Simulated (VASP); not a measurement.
## BaZrO3: single point with r2SCAN

Crystal: BaZrO3.

```xyz
5
Lattice="4.1815 0.0000 0.0000 0.0000 4.1815 0.0000 0.0000 0.0000 4.1815" Properties=species:S:1:pos:R:3 pbc="T T T"
Ba    2.0907    1.9317    1.9317
Zr    0.0000    0.0000    0.0000
O     2.0907    0.0000    0.0000
O     0.0000    2.0907    0.0000
O     0.0000    0.0000    2.0907
```

This cell differs from its parent crystal: all Ba atoms moved +0.225 Å, as atom 1 towards its neighbour atom 3 (O) at 2.957 Å.

| Quantity | Value |
| --- | --- |
| Program | VASP 6.6.1 |
| Task | single point |
| Functional | r2SCAN |
| Potentials or basis | VASP PAW PBE potentials, release 64 (Ba_sv, Zr_sv, O) |
| Cutoff | 520 eV |
| k mesh | 6 × 6 × 6 |
| Occupations | gaussian, width 0.05 eV |
| Spin | no spin polarisation |
| Dipole correction | no |
| Further INCAR settings | ALGO = Normal; EDIFF = 1e-06; NBANDS = 28 |

```
Pressure               : 5.0 GPa
Largest force          : 1.107 eV/Å
Band gap on the k mesh : 3.68 eV (least direct gap 3.91 eV)
```

Forces on the atoms (eV/Å):
```
Ba   0.000  0.782  0.782
Zr   0.000 -0.611 -0.611
O    0.000 -0.006 -0.006
O    0.000 -0.194  0.029
O    0.000  0.029 -0.194
```

Stress tensor (GPa, compression positive):
```
5.17 0.00 0.00
0.00 4.94 1.10
0.00 1.10 4.94
```

Levels at points of the mesh, in eV from the valence-band top:
```csv
k point,band 16,band 17,band 18,band 19,band 20,band 21,band 22,band 23,band 24,band 25
"(0.00, 0.00, 0.00)",-1.06,-1.03,-0.25,-0.25,-0.23,3.68,3.76,3.77,5.33,5.36
"(0.50, 0.00, 0.00)",-1.86,-1.64,-1.44,-0.48,-0.46,4.13,6.19,6.24,7.09,7.38
"(0.00, 0.50, 0.00)",-1.75,-1.69,-1.49,-0.49,-0.48,4.10,6.24,6.26,7.12,7.42
"(0.50, 0.50, 0.00)",-2.37,-0.93,-0.91,-0.80,-0.09,6.23,6.23,7.03,7.21,8.32
"(0.00, 0.50, 0.50)",-2.35,-0.97,-0.92,-0.84,-0.03,6.19,6.25,7.09,7.21,8.39
"(0.50, 0.50, 0.50)",-2.53,-2.50,-0.07,-0.01,0.00,6.67,6.74,6.79,7.59,7.61
```

It took 2.2 min on 1 thread of Intel(R) Xeon(R) 6975P-C (Granite Rapids) (shared host), peak memory 0.25 GiB.

Caveat: the cell differs from its parent crystal (all Ba atoms moved +0.225 Å, as atom 1 towards its neighbour atom 3 (O) at 2.957 Å); the cell stands under pressure; the PAW data sets were made with another functional, which shifts forces and pressure a little; spin-orbit coupling is left out, which moves the levels of the heavy elements. A k mesh can miss the band edges.
